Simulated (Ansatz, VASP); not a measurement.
V in VASP and in Ansatz

File INCAR:

```
SYSTEM = V
PREC = Accurate
ENCUT = 520
EDIFF = 1E-7
ISMEAR = 0
SIGMA = 0.1
LREAL = .False.
LASPH = .True.
NELM = 150
ALGO = Fast
ISIF = 2
LWAVE = .False.
LCHARG = .False.
ISPIN = 2
MAGMOM = 2
LORBIT = 11
LMAXMIX = 4
GGA = PE
NBANDS = 16
```

The input KPOINTS:

```
Automatic mesh
0
Gamma
  12 12 12
  0 0 0
```

File POSCAR:

```
V
1.0
    2.1815497093      1.2595183119      0.8162677457
   -2.1815497093      1.2595183119      0.8162677457
    0.0000000000     -2.5190366238      0.8162677457
V
1
Direct
    0.0000000000      0.0000000000      0.0000000000
```

Input for Ansatz:

```yaml
crystal:
  lattice:
    - [2.1815497093, 1.2595183119, 0.8162677457]
    - [-2.1815497093, 1.2595183119, 0.8162677457]
    - [0.0, -2.5190366238, 0.8162677457]
  atoms:
    - { symbol: V, position: [0.0, 0.0, 0.0], spin: 2.0 }
basis:
  ecutwfc: 420
kpoints:
  mp_grid: { grid: [12, 12, 12] }
hamiltonian:
  xc: pbe
scf:
  occupations: { method: gaussian, width: 0.1 }
  lower_state_search: "off"
output:
  forces: true
  stress: true
  eigenvalues: true
  populations: true
magnetization:
  spin_polarized: true
```

Change from the starting cell: the structure that the rattled cell fell into.

Alike in both runs: task single point; functional PBE; k mesh 12 × 12 × 12; occupations gaussian, width 0.1 eV; collinear spin.

|  | VASP | Ansatz |
| --- | --- | --- |
| version | VASP 6.6.1 | Ansatz 0.2.0 |
| potentials or method | VASP PAW PBE potentials, release 64 (V_sv), cutoff 520 eV | scalar-relativistic, plane waves, PAW |
| valence electrons in the cell | 13 | 13 |

VASP gave:

* gap on the k mesh at the Fermi level (eV): none
* pressure (GPa): 0.5
* traceless stress, the component that is largest in VASP (GPa): 0.02
* net moment per atom (μB): 0.00

Problem. What did Ansatz give for the same quantities?

Solution. gap on the k mesh at the Fermi level (eV): none; pressure (GPa): 0.2; traceless stress, the component that is largest in VASP (GPa): -0.12; net moment per atom (μB): 0.00.

A gap of «none» marks a metal or a gap that the smearing closes. Ansatz's warnings: seeded moment not kept.
